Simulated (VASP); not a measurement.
Set up this calculation in VASP 6.6.1, as the native input.

| Item | Value |
| --- | --- |
| Task | single point |
| Functional | HSE06 |
| Potentials or basis | VASP PAW PBE potentials, release 64 (Si, C) |
| Cutoff | 520 eV |
| k mesh | 8 × 8 × 8 |
| Occupations | gaussian, width 0.01 eV |
| Spin | no spin polarisation |
| Dipole correction | no |
| Grid for exact exchange (PRECFOCK) | Normal |
| Further INCAR settings | ALGO = Normal; EDIFF = 1e-07; NBANDS = 11 |
| Share of exact exchange | 0.25 |
| Screening parameter | 0.2079 1/Å |

SiC:

```
CELL_PARAMETERS angstrom
0.00000 2.13449 2.13449
2.13449 0.00000 2.13449
2.13449 2.13449 0.00000
ATOMIC_POSITIONS crystal
Si 0.00000 0.00000 0.00000
C 0.25000 0.25000 0.25000
```

This cell differs from its parent crystal: strain -2.0%.

One way to write it, as run:

POSCAR

```
SiC
1.0
    0.0000000000      2.1344913040      2.1344913040
    2.1344913040      0.0000000000      2.1344913040
    2.1344913040      2.1344913040      0.0000000000
Si C
1 1
Direct
    0.0000000000      0.0000000000      0.0000000000
    0.2500000000      0.2500000000      0.2500000000
```

INCAR.step1

```
ALGO = Normal
EDIFF = 1E-5
ENCUT = 520
GGA = PE
ISIF = 2
ISMEAR = 0
LASPH = T
LREAL = F
LWAVE = T
NBANDS = 11
NELM = 60
PREC = Accurate
SIGMA = 0.01
```

INCAR.step2

```
ALGO = Normal
EDIFF = 1E-7
ENCUT = 520
GGA = PE
HFSCREEN = 0.2079
ISIF = 2
ISMEAR = 0
ISTART = 1
LASPH = T
LCHARG = T
LELF = T
LHFCALC = T
LREAL = F
LVHAR = T
LWAVE = F
NBANDS = 11
NELM = 60
PREC = Accurate
PRECFOCK = Normal
SIGMA = 0.01
```

KPOINTS

```
k-points
0
Gamma
  8 8 8
```

Potentials or basis: VASP PAW PBE potentials, release 64 (Si, C).

Command:

```sh
$ cat potpaw_PBE.64/Si/POTCAR potpaw_PBE.64/C/POTCAR > POTCAR
$ cp INCAR.step1 INCAR
$ mpirun -np 1 vasp_std > vasp.out
$ cp INCAR.step2 INCAR
$ mpirun -np 1 vasp_std > vasp.out
```

Results of the run:

The pressure is 13.9 GPa and the band gap on the k mesh is 2.19 eV (least direct gap 5.81 eV).

Caveat: the cell differs from its parent crystal (strain -2.0%); the cell stands under pressure; the PAW data sets were made with another functional, which shifts forces and pressure a little.

It took 16 min on 1 thread of Intel(R) Xeon(R) Platinum 8488C (Sapphire Rapids) (shared host), peak memory 0.25 GiB.
